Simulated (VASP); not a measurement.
Wanted: the native input for a VASP 6.6.1 run.

```
Task                   : relaxation of shape and atoms at fixed volume
Functional             : PBE
Potentials or basis    : VASP PAW PBE potentials, release 64 (Si)
Cutoff                 : 600 eV
k mesh                 : 22 × 22 × 22
Occupations            : gaussian, width 0.05 eV
Spin                   : no spin polarisation
Dipole correction      : no
Further INCAR settings : ALGO = Normal; EDIFF = 1e-06; IBRION = 2; EDIFFG = -0.01; NSW = 60; ISIF = 4
```

The structure of Si lies in POSCAR:

```
Si
1.0
   -2.1350505047      2.1350505047      1.1443978645
    2.1350505047     -2.1350505047      1.1443978645
    2.1350505047      2.1350505047     -1.1443978645
Si
2
Direct
    0.2500000000      0.7500000000      0.5000000000
    0.5000000000      0.5000000000      0.0000000000
```

The input as run:

INCAR

```
SYSTEM = Si
PREC = Accurate
ENCUT = 600
EDIFF = 1E-6
ISMEAR = 0
SIGMA = 0.05
LREAL = .FALSE.
LASPH = .TRUE.
NELM = 80
ALGO = Normal
ISIF = 4
LWAVE = .FALSE.
LCHARG = .FALSE.
GGA = PE
IBRION = 2
NSW = 60
EDIFFG = -0.01
```

KPOINTS

```
regular mesh
0
G
  22 22 22
  0 0 0
```

Potentials or basis: VASP PAW PBE potentials, release 64 (Si).

The run is started by

```console
$ cat potpaw_PBE.64/Si/POTCAR > POTCAR
$ mpirun -np 1 vasp_std > vasp.out
```

Results of the run:

| Quantity | Value |
| --- | --- |
| Energy gained by relaxing | 0.1 meV/atom |
| Ionic steps | 3 |
| Pressure after relaxing | 94.3 GPa |
| Band gap on the k mesh | zero (bands 4 and 5 overlap by 8.67 eV) |

It took 6.9 min on 1 thread of Intel Xeon 8259CL, with other jobs on the host, peak memory 0.27 GiB.
